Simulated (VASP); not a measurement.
Ca: single point with PBE

The system is Ca.

```
Ca
1.0
     3.10021    0.00000    0.00000
    -1.55010    2.68486    0.00000
     0.00000    0.00000   10.30768
Ca
4
Direct
  0.00000 0.00000 0.00000
  0.00000 0.00000 0.50000
  0.33333 0.66667 0.25000
  0.66667 0.33333 0.75000
```

| Quantity | Value |
| --- | --- |
| Program | VASP 6.6.1 |
| Task | single point |
| Functional | PBE |
| Potentials or basis | VASP PAW PBE potentials, release 64 (Ca_sv) |
| Cutoff | 520 eV |
| k mesh | 9 × 9 × 6 |
| Occupations | fermi-dirac, width 0.05 eV |
| Spin | no spin polarisation |
| Dipole correction | no |
| Further INCAR settings | ALGO = Normal; EDIFF = 1e-07; NBANDS = 28 |

The pressure is 32.1 GPa and the band gap on the k mesh is zero (band 20 reaches 5.60 eV, above the bottom of band 21 at 5.36 eV).

Levels at points of the mesh, in eV from the Fermi level:
```csv
k point,band 16,band 17,band 18,band 19,band 20,band 21,band 22,band 23,band 24,band 25
"(0.00, 0.00, 0.00)",-21.23,-4.74,-3.02,-3.01,-1.36,1.42,1.70,1.72,2.94,2.94
"(0.00, 0.00, 0.50)",-21.25,-4.25,-4.25,-1.78,-1.78,1.31,1.31,2.52,2.52,3.06
```

Run time: 100 s on 1 thread of Intel Xeon 6975P-C, on a shared host, peak memory 0.25 GiB.
